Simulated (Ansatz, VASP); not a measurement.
Zr2N in VASP and in Ansatz

```
Zr N
1.0
     5.41300    0.00000    0.00000
     0.00000    5.41300    0.00000
     0.00000    0.00000    3.30779
Zr N
4 2
Direct
  0.29613 0.29613 0.00000
  0.70387 0.70387 0.00000
  0.79613 0.20387 0.50000
  0.20387 0.79613 0.50000
  0.00000 0.00000 0.00000
  0.50000 0.50000 0.50000
```

Alike in both runs: task single point; functional r2SCAN; k mesh 4 × 4 × 6; occupations gaussian, width 0.1 eV; no spin polarisation.

|  | VASP | Ansatz |
| --- | --- | --- |
| version | VASP 6.6.1 | Ansatz 0.2.0 |
| potentials or method | VASP PAW PBE potentials, release 64 (Zr_sv, N), cutoff 520 eV | scalar-relativistic, plane waves, PAW |
| valence electrons in the cell | 58 | 58 |

```tsv
	VASP	Ansatz	Ansatz less VASP
gap on the k mesh at the Fermi level (eV)	none	none	-
pressure (GPa)	-0.1	-0.3	-0.14
traceless stress, the component that is largest in VASP (GPa)	-0.43	-0.44	-0.015
rms of the force components (eV/Å)	0.014	0.012	-0.0024
```

VASP's potentials were made for PBE, not for r2SCAN. Atom by atom the forces differ by 0.002 eV/Å (rms over components). A gap of «none» marks a metal or a gap that the smearing closes.
